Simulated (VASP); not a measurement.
Ag, 1 atom in the cell. It takes space group I4/mmm (No. 139, tetragonal). The conventional cell has a = 2.774 Å, b = 2.774 Å, c = 4.086 Å, α = 90.00°, β = 90.00°, γ = 90.00°. Within 3.7 Å of Ag (site symmetry 4/mmm) lie 12 Ag at 2.77 to 2.83 Å.  This cell differs from its parent crystal: strain -0.040 along x and y, +0.000 along z.

```yaml
Program: VASP 6.6.1
Task: single point
Functional: PBE
Potentials_or_basis: VASP PAW PBE potentials, release 64 (Ag)
Cutoff: 520 eV
k_mesh: 20 × 20 × 20
Occupations: gaussian, width 0.15 eV
Spin: no spin polarisation
Dipole_correction: no
Further_INCAR_settings: ALGO = Normal; EDIFF = 1e-07; NBANDS = 12
```

Potentials or basis: VASP PAW PBE potentials, release 64 (Ag).

Run with:

```bash
$ cat potpaw_PBE.64/Ag/POTCAR > POTCAR
$ mpirun -np 1 vasp_std > vasp.out
```

Hardware: 1 thread of Intel(R) Xeon(R) 6975P-C (Granite Rapids), with other jobs on the host.

Q: Estimate the wall time of this run.

A: Wall time 40 s on 1 thread of Intel(R) Xeon(R) 6975P-C (Granite Rapids), on a shared host, peak memory 0.24 GiB. Counts: scf iterations 12, k points 641.
